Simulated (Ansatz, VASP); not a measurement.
## Ca8HF15: VASP beside Ansatz

```
Ca H F
1.0
     0.00000    5.46200    5.46200
     5.46200    0.00000    5.46200
     5.46200    5.46200    0.00000
Ca H F
8 1 15
Direct
  0.00000 0.00000 0.00000
  0.00000 0.00000 0.50000
  0.00000 0.50000 0.00000
  0.00000 0.50000 0.50000
  0.50000 0.00000 0.00000
  0.50000 0.00000 0.50000
  0.50000 0.50000 0.00000
  0.50000 0.50000 0.50000
  0.12500 0.12500 0.12500
  0.12500 0.12500 0.62500
  0.12500 0.62500 0.12500
  0.12500 0.62500 0.62500
  0.62500 0.12500 0.12500
  0.62500 0.12500 0.62500
  0.62500 0.62500 0.12500
  0.62500 0.62500 0.62500
  0.37500 0.37500 0.37500
  0.37500 0.37500 0.87500
  0.37500 0.87500 0.37500
  0.37500 0.87500 0.87500
  0.87500 0.37500 0.37500
  0.87500 0.37500 0.87500
  0.87500 0.87500 0.37500
  0.87500 0.87500 0.87500
```

Alike in both runs: task relaxation of the atoms; functional PBE; k mesh 3 × 3 × 3; occupations fermi-dirac, width 0.01 eV; no spin polarisation.

|  | VASP | Ansatz |
| --- | --- | --- |
| version | VASP 6.6.1 | Ansatz 0.2.0 |
| potentials or method | VASP PAW PBE potentials, release 64 (Ca_sv, H, F) | plane-wave PAW, scalar-relativistic |
| plane-wave cutoff (eV) | 520 | 420 |
| valence electrons in the cell | 186 | 186 |

|  | VASP | Ansatz | Ansatz less VASP |
| --- | --- | --- | --- |
| gap on the k mesh at the Fermi level, each at its own relaxed structure (eV) | 5.54 | 5.53 | -0.018 |

Ansatz's warnings: stress scf threshold loose.
